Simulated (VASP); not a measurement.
Input of a VASP 6.6.1 run:

The input INCAR:

```
SYSTEM = LiO3
PREC = Accurate ; ENCUT = 520
EDIFF = 1E-6 ; ISMEAR = -1
SIGMA = 0.06122561905347299 ; LREAL = .FALSE.
LASPH = .TRUE. ; NELM = 100
ALGO = Normal ; ISIF = 2
LWAVE = .FALSE. ; LCHARG = .FALSE.
GGA = PE ; NBANDS = 18
```

KPOINTS

```
regular mesh
0
G
  10 10 10
  0 0 0
```

Contents of POSCAR:

```
LiO3
1.0
    3.6319315498      0.0000000000      0.0000000000
    0.0000000000      3.6319315498      0.0000000000
    0.0000000000      0.0000000000      3.6319315498
Li O
1 3
Direct
    0.0000000000      0.0000000000      0.0000000000
    0.5000000000      0.0000000000      0.0000000000
    0.0000000000      0.5000000000      0.0000000000
    0.0000000000      0.0000000000      0.5000000000
```

Potentials or basis: VASP PAW PBE potentials, release 64 (Li_sv, O).

The run is started by

```sh
$ cat potpaw_PBE.64/Li_sv/POTCAR potpaw_PBE.64/O/POTCAR > POTCAR
$ mpirun -np 1 vasp_std > vasp.out
```

Problem. What does it give for the band gap on the k mesh?

Solution. Zero (an odd number of electrons rules out a gap without spin polarisation).

Caveat: an odd number of electrons without spin polarisation forces a metal; a magnetic or distorted state may lie lower.
